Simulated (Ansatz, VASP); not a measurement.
## Two plane-wave programs on Ga2BAs3

```
CELL_PARAMETERS angstrom
3.84810 0.00000 0.00000
-1.92405 3.33256 0.00000
0.00000 0.00000 9.52324
ATOMIC_POSITIONS crystal
Ga 0.00000 0.00000 0.98835
Ga 0.66667 0.33333 0.34436
B 0.33333 0.66667 0.66047
As 0.00000 0.00000 0.72808
As 0.33333 0.66667 0.44238
As 0.66667 0.33333 0.08637
```

Alike in both runs: functional PBE; k mesh 12 × 12 × 4; occupations gaussian, width 0.1 eV; no spin polarisation.

Ansatz relaxed the structure, and its values are those at the end. VASP's run is a single point on that final structure, the one shown.

|  | VASP | Ansatz |
| --- | --- | --- |
| version | VASP 6.6.1 | Ansatz 0.2.0 |
| potentials or method | VASP PAW PBE potentials, release 64 (Ga_d, B, As), cutoff 520 eV | scalar-relativistic, plane waves, PAW |
| valence electrons in the cell | 44 | 74 |

|  | VASP | Ansatz | Ansatz less VASP |
| --- | --- | --- | --- |
| gap on the k mesh at the Fermi level (eV) | none | none | - |
| pressure (GPa) | 0.2 | 0.0 | -0.21 |
| rms of the force components (eV/Å) | 0.010 | 0.002 | -0.0089 |

A gap of «none» marks a metal or a gap that the smearing closes. The functional is the same, so the differences come from potentials, cutoffs and numerics. VASP's potentials hold 44 valence electrons a cell and Ansatz's 74, so a difference there can come from the potentials and not from the codes.
